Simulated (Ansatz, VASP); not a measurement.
**One calculation of CdSe, two programs**

File POSCAR:

```
CdSe
1.0
    0.0000000000      3.0906047130      3.0906047130
    3.0906047130      0.0000000000      3.0906047130
    3.0906047130      3.0906047130      0.0000000000
Cd Se
1 1
Direct
    0.0000000000      0.0000000000      0.0000000000
    0.2500000000      0.2500000000      0.2500000000
```

Contents of INCAR.step1:

```
SYSTEM = CdSe
PREC = Accurate
ENCUT = 520
EDIFF = 1E-5
ISMEAR = -1
SIGMA = 0.05
LREAL = .FALSE.
LASPH = .TRUE.
NELM = 100
ALGO = Normal
ISIF = 2
LWAVE = .TRUE.
NBANDS = 16
GGA = PE
```

The input INCAR.step2:

```
SYSTEM = CdSe
PREC = Accurate
ENCUT = 520
EDIFF = 1E-6
ISMEAR = -1
SIGMA = 0.05
LREAL = .FALSE.
LASPH = .TRUE.
NELM = 100
ALGO = Normal
ISIF = 2
LWAVE = .FALSE.
LCHARG = .TRUE.
METAGGA = R2SCAN
LHFCALC = .TRUE.
AEXX = 0.1
LMIXTAU = .TRUE.
PRECFOCK = Normal
LELF = .TRUE.
LVHAR = .TRUE.
NBANDS = 16
ISTART = 1
```

Contents of KPOINTS:

```
regular mesh
0
G
  4 4 4
  0 0 0
```

File input.yaml:

```yaml
crystal:
  lattice:
    - [0.0, 3.090604713, 3.090604713]
    - [3.090604713, 0.0, 3.090604713]
    - [3.090604713, 3.090604713, 0.0]
  atoms:
    - { symbol: Cd, position: [0.0, 0.0, 0.0] }
    - { symbol: Se, position: [0.25, 0.25, 0.25] }
hamiltonian:
  xc: r2scanh
  pseudopotentials: { kind: paw }
kpoints:
  mp_grid: { grid: [4, 4, 4] }
scf:
  occupations: { method: fermi_dirac, width: 0.05 }
output:
  forces: true
  stress: true
  eigenvalues: true
```

Alike in both runs: task single point; functional r2SCANh; k mesh 4 × 4 × 4; occupations fermi-dirac, width 0.05 eV; no spin polarisation.

```csv
,VASP,Ansatz
version,VASP 6.6.1,Ansatz 0.2.0
potentials or method,"VASP PAW PBE potentials, release 64 (Cd, Se)",Ansatz PAW
plane-wave cutoff (eV),520,500
valence electrons in the cell,18,36
```

VASP gave:

- gap on the k mesh at the Fermi level (eV): 1.53
- least direct gap on the mesh (eV): 1.53
- pressure (GPa): -1.1

**Question.** Which values does Ansatz return?

**Answer.** gap on the k mesh at the Fermi level (eV): 1.52; least direct gap on the mesh (eV): 1.52; pressure (GPa): -1.3.

VASP's potentials were made for PBE, not for r2SCANh. With one functional, cell and mesh, what is left measures potentials, basis and numerics. VASP's potentials hold 18 valence electrons a cell and Ansatz's 36, so a difference there can come from the potentials and not from the codes.

The k mesh is coarse, so the values compare programs but aren't converged.
